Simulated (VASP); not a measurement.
Input of a VASP 6.6.1 run:

INCAR

```
SYSTEM = Ag
PREC = Accurate
ENCUT = 520
EDIFF = 1E-7
ISMEAR = 0
SIGMA = 0.1
LREAL = .False.
LASPH = .True.
NELM = 80
ALGO = Normal
ISIF = 2
LWAVE = .False.
LCHARG = .False.
GGA = PE
NBANDS = 24
```

File KPOINTS:

```
regular mesh
0
Gamma
  6 6 6
  0 0 0
```

File POSCAR:

```
Ag
1.0
    1.4137330373      0.8162191497      6.9145455634
   -1.4137330373      0.8162191497      6.9145455634
    0.0000000000     -1.6324382994      6.9145455634
Ag
3
Direct
    0.0000000000      0.0000000000      0.0000000000
    0.7777190000      0.7777190000      0.7777190000
    0.2222810000      0.2222810000      0.2222810000
```

Potentials or basis: VASP PAW PBE potentials, release 64 (Ag).

Command:

```console
$ cat potpaw_PBE.64/Ag/POTCAR > POTCAR
$ mpirun -np 1 vasp_std > vasp.out
```

**Question.** Predict the pressure.

**Answer.** 14.7 GPa.

Forces on the atoms (eV/Å):
```
Ag   0.000  0.000  0.000
Ag   0.000  0.000 -0.003
Ag   0.000  0.000  0.003
```

Caveat: the k points lie up to 0.43 Å⁻¹ apart.
